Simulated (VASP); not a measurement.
Write the native input for VASP 6.6.1 that does the following.

```
Task                   : single point
Functional             : PBE
Potentials or basis    : VASP PAW PBE potentials, release 64 (Rb_sv, Br)
Cutoff                 : 520 eV
k mesh                 : 6 × 6 × 6
Occupations            : gaussian, width 0.05 eV
Spin                   : no spin polarisation
Dipole correction      : no
Further INCAR settings : ALGO = Normal; EDIFF = 1e-06; NBANDS = 15
```

The structure of RbBr lies in POSCAR:

```
RbBr
1.0
    3.9970520000      0.0000000000      0.0000000000
    0.0000000000      3.9970520000      0.0000000000
    0.0000000000      0.0000000000      4.3967572000
Rb Br
1 1
Direct
    0.0000000000      0.0000000000      0.0000000000
    0.5000000000      0.5000000000      0.5000000000
```

This cell differs from its parent crystal: ratio of the length along z to the lengths across it x 1.1, volume and fractional coordinates fixed.

These files were run (other wordings do the same):

INCAR

```
SYSTEM = RbBr
PREC = Accurate ; ENCUT = 520
EDIFF = 1E-6 ; ISMEAR = 0
SIGMA = 0.05 ; LREAL = .False.
LASPH = .True. ; NELM = 60
ALGO = Normal ; ISIF = 2
LWAVE = .False. ; LCHARG = .False.
GGA = PE ; NBANDS = 15
```

KPOINTS

```
Automatic mesh
0
Gamma
  6 6 6
  0 0 0
```

Potentials or basis: VASP PAW PBE potentials, release 64 (Rb_sv, Br).

Run with:

```console
$ cat potpaw_PBE.64/Rb_sv/POTCAR potpaw_PBE.64/Br/POTCAR > POTCAR
$ mpirun -np 1 vasp_std > vasp.out
```

It gave:

* Pressure: 0.8 GPa
* Band gap on the k mesh: 3.81 eV, indirect (least direct gap 3.96 eV)

Wall time 17 s on 1 thread of Intel(R) Xeon(R) Platinum 8488C (Sapphire Rapids) (shared host), peak memory 0.2 GiB.
